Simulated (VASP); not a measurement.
# Se (Fd-3m) in VASP: a series of runs

Runs on Se. Level: PBEsol. Tasks: single point.

All numbers are computed with VASP 6.6.1; they aren't measurements. Logs are shortened: lines on timing, memory, paths and dates and some standing lists are left out, and cuts for length are marked.

## (1) The cell of the first run

It takes space group Fd-3m (No. 227, cubic). Conventional cell: a = 6.195 Å, b = 6.195 Å, c = 6.195 Å, α = 90.00°, β = 90.00°, γ = 90.00°. Se (site symmetry -43m) has 4 Se at 2.68 Å within 3.5 Å.

## (2) Single point, PBEsol

INCAR reads:

```
SYSTEM = Se
PREC = Accurate
ENCUT = 520
EDIFF = 1E-6
ISMEAR = -1
SIGMA = 0.1
LREAL = .False.
LASPH = .True.
NELM = 100
ALGO = Normal
ISIF = 2
LWAVE = .False.
LCHARG = .False.
GGA = PS
NBANDS = 13
```

KPOINTS reads:

```
regular mesh
0
Gamma
  5 5 5
  0 0 0
```

POSCAR reads:

```
Se
1.0
    0.0000000000      3.0975334989      3.0975334989
    3.0975334989      0.0000000000      3.0975334989
    3.0975334989      3.0975334989      0.0000000000
Se
2
Direct
    0.5000000000      0.5000000000      0.5000000000
    0.7500000000      0.7500000000      0.7500000000
```

Potentials or basis: VASP PAW PBE potentials, release 64 (Se).

The run is started by

```
cat potpaw_PBE.64/Se/POTCAR > POTCAR
mpirun -np 1 vasp_std > vasp.out
```

OUTCAR:

```text
SYSTEM = Se
   PREC = Accurate
   ENCUT = 520
   EDIFF = 1E-6
   ISMEAR = -1
   LREAL = .False.
   LASPH = .True.
   NELM = 100
   ISIF = 2
   GGA = PS

 ion  position               nearest neighbor table
   1  0.500  0.500  0.500-   2 2.68   2 2.68   2 2.68   2 2.68
   2  0.750  0.750  0.750-   1 2.68   1 2.68   1 2.68   1 2.68

  LATTYP: Found a face centered cubic cell.
 ALAT       =     6.1950669978

  Lattice vectors:

 A1 = (   0.0000000000,   3.0975334989,   3.0975334989)
 A2 = (   3.0975334989,   0.0000000000,   3.0975334989)
 A3 = (   3.0975334989,   3.0975334989,   0.0000000000)

Analysis of symmetry for initial positions (statically):
=====================================================================
 Subroutine PRICEL returns:
 Original cell was already a primitive cell.

 Routine SETGRP: Setting up the symmetry group for a
 face centered cubic supercell.

 Subroutine GETGRP returns: Found 48 space group operations
 (whereof 24 operations were pure point group operations)
 out of a pool of 48 trial point group operations.

The static configuration has the point symmetry T_d .
 The point group associated with its full space group is O_h .

Analysis of symmetry for dynamics (positions and initial velocities):
=====================================================================
 Subroutine PRICEL returns:
 Original cell was already a primitive cell.

 Routine SETGRP: Setting up the symmetry group for a
 face centered cubic supercell.

 Subroutine GETGRP returns: Found 48 space group operations
 (whereof 24 operations were pure point group operations)
 out of a pool of 48 trial point group operations.

The dynamic configuration has the point symmetry T_d .
 The point group associated with its full space group is O_h .

 Subroutine INISYM returns: Found 48 space group operations
 (whereof 24 operations are pure point group operations),
 and found     1 'primitive' translations

----------------------------------------------------------------------------------------

                                     Primitive cell

  volume of cell :      59.4399

  direct lattice vectors                    reciprocal lattice vectors
     0.000000000  3.097533499  3.097533499    -0.161418755  0.161418755  0.161418755
     3.097533499  0.000000000  3.097533499     0.161418755 -0.161418755  0.161418755
     3.097533499  3.097533499  0.000000000     0.161418755  0.161418755 -0.161418755

  length of vectors
     4.380573884  4.380573884  4.380573884     0.279585484  0.279585484  0.279585484

  position of ions in fractional coordinates (direct lattice)
     0.500000000  0.500000000  0.500000000
     0.750000000  0.750000000  0.750000000

  ion indices of the primitive-cell ions
   primitive index   ion index
                 1           1
                 2           2

----------------------------------------------------------------------------------------

 KPOINTS: regular mesh

Automatic generation of k-mesh.
 Grid dimensions read from file:
 generate k-points for:    5    5    5

 Generating k-lattice:

  Cartesian coordinates                     Fractional coordinates (reciprocal lattice)
    -0.032283751  0.032283751  0.032283751     0.200000000  0.000000000  0.000000000
     0.032283751 -0.032283751  0.032283751     0.000000000  0.200000000  0.000000000
     0.032283751  0.032283751 -0.032283751     0.000000000  0.000000000  0.200000000

  Length of vectors
     0.055917097  0.055917097  0.055917097

  Shift w.r.t. Gamma in fractional coordinates (k-lattice)
     0.000000000  0.000000000  0.000000000

 Subroutine IBZKPT returns following result:
 ===========================================

 Found     10 irreducible k-points:

 Following reciprocal coordinates:
            Coordinates               Weight
  0.000000  0.000000  0.000000      1.000000
  0.200000  0.000000  0.000000      8.000000
  0.400000  0.000000  0.000000      8.000000
  0.200000  0.200000  0.000000      6.000000
  0.400000  0.200000  0.000000     24.000000
 -0.400000  0.200000  0.000000     24.000000
 -0.200000  0.200000  0.000000     12.000000
  0.400000  0.400000  0.000000      6.000000
 -0.400000  0.400000  0.000000     12.000000
 -0.400000  0.400000  0.200000     24.000000
   k-points           NKPTS =     10   k-points in BZ     NKDIM =     10   number of bands    NBANDS=     13
   number of dos      NEDOS =    301   number of ions     NIONS =      2
   total plane-waves  NPLWV =  46656
   dimension x,y,z NGX =    36 NGY =   36 NGZ =   36
   dimension x,y,z NGXF=    72 NGYF=   72 NGZF=   72
   ions per type =               2
   NGX,Y,Z   is equivalent  to a cutoff of  13.66, 13.66, 13.66 a.u.
   NGXF,Y,Z  is equivalent  to a cutoff of  27.32, 27.32, 27.32 a.u.
 SYSTEM =  Se
   PREC   = accura    normal or accurate (medium, high low for compatibility)
   ISTART =      0    job   : 0-new  1-cont  2-samecut
   ICHARG =      2    charge: 1-file 2-atom 10-const
   ISPIN  =      1    spin polarized calculation?
   LNONCOLLINEAR =      F non collinear calculations
   LSORBIT =      F    spin-orbit coupling
   LASPH  =      T    aspherical Exc in radial PAW
   ENCUT  =  520.0 eV  38.22 Ry    6.18 a.u.   8.14  8.14  8.14*2*pi/ulx,y,z
   NELM   =    100;   NELMIN=  2; NELMDL= -5     # of ELM steps
   EDIFF  = 0.1E-05   stopping-criterion for ELM
   LREAL  =      F    real-space projection
   EDIFFG = 0.1E-04   stopping-criterion for IOM
   NSW    =      0    number of steps for IOM
   IBRION =     -1    ionic relax: 0-MD 1-quasi-New 2-CG
   NFREE  =      0    steps in history (QN), initial steepest desc. (CG)
   ISIF   =      2    stress and relaxation
   ISYM   =      2    0-nonsym 1-usesym 2-fastsym
   POTIM  = 0.5000    time-step for ionic-motion
   TEBEG  =    0.0;   TEEND  =   0.0 temperature during run
   PSTRESS=    0.0 pullay stress
   NELECT =      12.0000    total number of electrons
   NUPDOWN=      -1.0000    fix difference up-down
   EMIN   =  10.00;   EMAX   =-10.00  energy-range for DOS
   EFERMI =   0.00;   METHOD = LEGACY
   ISMEAR =    -1;   SIGMA  =   0.10  broadening in eV -4-tet -1-fermi 0-gaus
   EFERMI_NEDOS =   21; number of points for ismear=-14 and -15
   IALGO  =     38    algorithm
   IMIX   =      4    mixing-type and parameters
     AMIX     =   0.40;   BMIX     =  1.00
     AMIX_MAG =   1.60;   BMIX_MAG =  1.00
  volume/ion in A,a.u.               =      29.72       200.56
  Fermi-wavevector in a.u.,A,eV,Ry     =   0.960379  1.814853 12.549027  0.922327
  Thomas-Fermi vector in A             =   2.089658
   LORBIT       =      0    0 simple, 1 ext, 2 COOP (PROOUT), +10 PAW based schemes
   GGA     = PS    functional components
   LHFCALC =     F    Hartree Fock is set to
   AEXX    =    0.0000 exact exchange contribution
   IVDW    =     0    specifies the selected vdW correction
   LEPSILON=     F    determine dielectric tensor
   LRPA    =     F    only Hartree local field effects (RPA)
 non-spin polarized calculation
  energy-cutoff  :      520.00
  volume of cell :       59.44
 maximum number of plane-waves:      1639
 NGX is ok and might be reduce to    36
   NGX = 17   NGY = 17   NGZ = 17

 number of electron      12.0000001 magnetization

 Free energy of the ion-electron system (eV)
  ---------------------------------------------------
  ext. energy  EPLUGINS =         0.00000000
  ---------------------------------------------------
  free energy    TOTEN  =        -6.65698073 eV

  energy without entropy =       -6.59186655  energy(sigma->0) =       -6.62442364

 E-fermi :   2.4730     XC(G=0):  -8.6261

 val. band max:        2.2742846559   @ k =  -0.2000   0.2000   0.0000
 cond. band min:       2.4941063425   @ k =  -0.2000   0.2000   0.0000
 fundamental gap:      0.2198216866
 Fermi energy:         2.4729703939

 k-point     1 :       0.0000    0.0000    0.0000
  band No.  band energies     occupation
      1     -13.2223      2.00000
      2      -7.5966      2.00000
      3      -1.1540      2.00000
      4      -1.1540      2.00000
      5      -1.1540      2.00000
      6       1.6210      1.99960
      7       1.6210      1.99960
      8       1.6210      1.99960
      9       6.6411      0.00000
     10      10.0151      0.00000
     11      10.0151      0.00000
     12      11.9352      0.00000
     13      11.9352      0.00000

 k-point     2 :       0.2000    0.0000    0.0000
  band No.  band energies     occupation
      1     -12.9470      2.00000
      2      -8.2880      2.00000
      3      -1.4721      2.00000
      4      -1.4721      2.00000
      5      -1.3462      2.00000
      6       2.1063      1.95014
      7       2.1063      1.95014
      8       2.2498      1.80603
      9       7.7923      0.00000
     10       9.3788      0.00000
     11       9.3788      0.00000
     12      11.1902      0.00000
     13      13.8956      0.00000

 k-point     3 :       0.4000    0.0000    0.0000
  band No.  band energies     occupation
      1     -12.3164      2.00000
      2      -9.4813      2.00000
      3      -1.8481      2.00000
      4      -1.8481      2.00000
      5      -1.7717      2.00000
      6       2.6777      0.22863
      7       2.6777      0.22863
      8       3.9563      0.00000
      9       8.7283      0.00000
     10       9.9314      0.00000
     11       9.9314      0.00000
     12      10.1521      0.00000
     13      13.0133      0.00000
[... 81 lines left out ...]
 k-point     9 :      -0.4000    0.4000    0.0000
  band No.  band energies     occupation
      1     -11.2568      2.00000
      2     -10.7984      2.00000
      3      -3.1089      2.00000
      4      -2.5793      2.00000
      5       0.3115      2.00000
      6       1.4308      1.99994
      7       4.3818      0.00000
      8       4.3974      0.00000
      9       7.7976      0.00000
     10       9.2662      0.00000
     11      10.7574      0.00000
     12      13.6447      0.00000
     13      14.0457      0.00000

 k-point    10 :      -0.4000    0.4000    0.2000
  band No.  band energies     occupation
      1     -11.6262      2.00000
      2     -10.3784      2.00000
      3      -3.0855      2.00000
      4      -2.6237      2.00000
      5       0.6106      2.00000
      6       1.6500      1.99947
      7       3.8813      0.00000
      8       4.0466      0.00000
      9       8.2244      0.00000
     10       8.5546      0.00000
     11      11.2022      0.00000
     12      12.8480      0.00000
     13      14.1689      0.00000

------------------------ aborting loop because EDIFF is reached ----------------------------------------

  FORCE on cell =-STRESS in cart. coord.  units (eV):
  Direction    XX          YY          ZZ          XY          YZ          ZX
  --------------------------------------------------------------------------------------
  -------------------------------------------------------------------------------------
  Total        0.2286851      0.2286851      0.2286851      0.0000000      0.0000000      0.0000000
  in kB        6.1641109      6.1641109      6.1641109      0.0000000      0.0000000      0.0000000
  external PRESSURE =       6.1641109 kB  Pullay stress =       0.0000000 kB

 VOLUME and BASIS-vectors are now :
 -----------------------------------------------------------------------------
  energy-cutoff  :      520.00
  volume of cell :       59.44
      direct lattice vectors                 reciprocal lattice vectors
     0.000000000  3.097533499  3.097533499    -0.161418755  0.161418755  0.161418755
     3.097533499  0.000000000  3.097533499     0.161418755 -0.161418755  0.161418755
     3.097533499  3.097533499  0.000000000     0.161418755  0.161418755 -0.161418755

 POSITION                                       TOTAL-FORCE (eV/Angst)
 -----------------------------------------------------------------------------------
      3.09753      3.09753      3.09753        -0.000000     -0.000000      0.000000
      4.64630      4.64630      4.64630         0.000000      0.000000     -0.000000
 -----------------------------------------------------------------------------------
    total drift:                                0.000000      0.000000      0.000000

  FREE ENERGIE OF THE ION-ELECTRON SYSTEM (eV)
  ---------------------------------------------------
  free  energy   TOTEN  =        -6.6569807325 eV

  energy  without entropy=       -6.5918665482  energy(sigma->0) =       -6.62442364
```

Wall time 4.1 s (1 thread of Intel Xeon 6975P-C (Granite Rapids), shared host); peak memory 0.19 GiB.

What came out:

| Item | Value |
| --- | --- |
| Free energy | -6.6570 eV |
| Pressure | 0.6 GPa |
| Band gap on the k mesh | zero (band 6 reaches 2.68 eV, above the bottom of band 7 at 1.62 eV) |

Levels at points of the mesh, in eV from the Fermi level:
| k point | band 2 | band 3 | band 4 | band 5 | band 6 | band 7 | band 8 | band 9 | band 10 | band 11 |
| --- | --- | --- | --- | --- | --- | --- | --- | --- | --- | --- |
| (0.00, 0.00, 0.00) | -10.07 | -3.63 | -3.63 | -3.63 | -0.85 | -0.85 | -0.85 | 4.17 | 7.54 | 7.54 |

Caveat: the PAW data sets were made with another functional, which shifts forces and pressure a little.

## (3) Single point, PBEsol

This run uses another cell than the first one, of 30.53 Å³/atom, 1.027 times its volume.

INCAR reads:

```
SYSTEM = Se
  PREC = Accurate
  ENCUT = 520
  EDIFF = 1E-7
  ISMEAR = -1
  SIGMA = 0.1
  LREAL = .False.
  LASPH = .True.
  NELM = 80
  ALGO = Normal
  ISIF = 2
  LWAVE = .False.
  LCHARG = .False.
  GGA = PS
  NBANDS = 13
```

KPOINTS is that of step 2.

POSCAR reads:

```
Se
1.0
    0.0000000000      3.1255670000      3.1255670000
    3.1255670000      0.0000000000      3.1255670000
    3.1255670000      3.1255670000      0.0000000000
Se
2
Direct
    0.5000000000      0.5000000000      0.5000000000
    0.7500000000      0.7500000000      0.7500000000
```

Potentials or basis: VASP PAW PBE potentials, release 64 (Se).

The run is started by

```
cat potpaw_PBE.64/Se/POTCAR > POTCAR
mpirun -np 1 vasp_std > vasp.out
```

Run time: 4.6 s. Hardware: 1 thread of Intel Xeon 6975P-C (Granite Rapids), shared host; peak memory 0.19 GiB.

Results (log left out):

* Free energy: -6.6570 eV
* Pressure: -0.6 GPa
* Band gap on the k mesh: zero (band 6 reaches 2.44 eV, above the bottom of band 7 at 1.42 eV)

Levels at points of the mesh, in eV from the Fermi level:
| k point | band 3 | band 4 | band 5 | band 6 | band 7 | band 8 | band 9 | band 10 |
| --- | --- | --- | --- | --- | --- | --- | --- | --- |
| (0.00, 0.00, 0.00) | -3.53 | -3.53 | -3.53 | -0.81 | -0.81 | -0.81 | 4.18 | 7.58 |

Caveat: the PAW data sets were made with another functional, which shifts forces and pressure a little.
